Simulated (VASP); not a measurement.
Wanted: the native input for a VASP 6.6.1 run.

```yaml
Task: electric field gradients
Functional: LDA
Potentials_or_basis: VASP PAW LDA potentials, release 64 (Re)
Cutoff: 520 eV
k_mesh: 14 × 14 × 8
Occupations: fermi-dirac, width 0.05 eV
Spin: no spin polarisation
Dipole_correction: no
Further_INCAR_settings: ALGO = Normal; EDIFF = 1e-08; NBANDS = 14
```

The structure of Re lies in POSCAR:

```
Re
1.0
    2.5497657329      0.0000000000      0.0000000000
   -1.2748828664      2.2081618983      0.0000000000
    0.0000000000      0.0000000000      4.0770373845
Re
2
Direct
    0.3333333333      0.6666666667      0.2500000000
    0.6666666667      0.3333333333      0.7500000000
```

The input as run:

INCAR

```
ALGO     = Normal         # electronic algorithm
EDIFF    = 1E-8           # SCF threshold, eV
ENCUT    = 520            # plane-wave cutoff, eV
ISIF     = 2              # what is computed and relaxed
ISMEAR   = -1             # smearing method
LASPH    = T              # aspherical terms in the spheres
LCHARG   = F              # write CHGCAR
LEFG     = T            
LREAL    = F              # projectors in reciprocal space
LWAVE    = F              # write WAVECAR
NBANDS   = 14             # bands
NELM     = 60             # most SCF steps
PREC     = Accurate       # precision mode
SIGMA    = 0.05           # smearing width, eV
```

KPOINTS

```
k-points
0
Gamma
  14 14 8
```

Potentials or basis: VASP PAW LDA potentials, release 64 (Re).

Launch:

```sh
$ cat potpaw_LDA.64/Re/POTCAR > POTCAR
$ mpirun -np 1 vasp_std > vasp.out
```

It gave:

The pressure is 151.8 GPa. The band gap on the k mesh is zero (bands 7 and 8 overlap by 4.91 eV). The largest electric field gradient by atom is Re -104.8 V/Å².

Caveat: the cell stands under pressure; without QUAD_EFG the Cq values of the log hold for a quadrupole moment of 1 mb, not for the nuclei; spin-orbit coupling is left out, which moves the levels of the heavy elements.

It took 24 s on 1 thread of AMD EPYC 7R13 Processor (Zen 3), on a shared host, peak memory 0.12 GiB.
